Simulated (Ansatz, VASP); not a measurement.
# One calculation of K2SiB2, two programs

```
K Si B
1.0
     3.18504   -5.78550    0.00000
     3.18504    5.78550    0.00000
     0.00000    0.00000    3.15018
K Si B
2 1 2
Cartesian
  3.1850 2.8113 0.0000
  3.1850 -2.8113 0.0000
  0.0000 0.0000 1.5751
  3.1850 0.0000 0.0000
  3.1850 0.0000 1.5751
```

Alike in both runs: task relaxation of cell and atoms; functional PBE; k mesh 4 × 4 × 6; occupations gaussian, width 0.1 eV; no spin polarisation.

|  | VASP | Ansatz |
| --- | --- | --- |
| version | VASP 6.6.1 | Ansatz 0.2.0 |
| potentials or method | VASP PAW PBE potentials, release 64 (K_sv, Si, B), cutoff 600 eV | scalar-relativistic, plane waves, PAW |
| valence electrons in the cell | 28 | 28 |

Ansatz gave:

| Item | Value |
| --- | --- |
| gap on the k mesh at the Fermi level, each at its own relaxed structure (eV) | none |
| relaxed volume (Å³/atom) | 22.26 |
| relaxed cell length with the largest relative difference (Å) | 6.474 |

Problem. Which values does VASP return?

Solution. gap on the k mesh at the Fermi level, each at its own relaxed structure (eV): none; relaxed volume (Å³/atom): 22.15; relaxed cell length with the largest relative difference (Å): 6.466.

A gap of «none» marks a metal or a gap that the smearing closes.
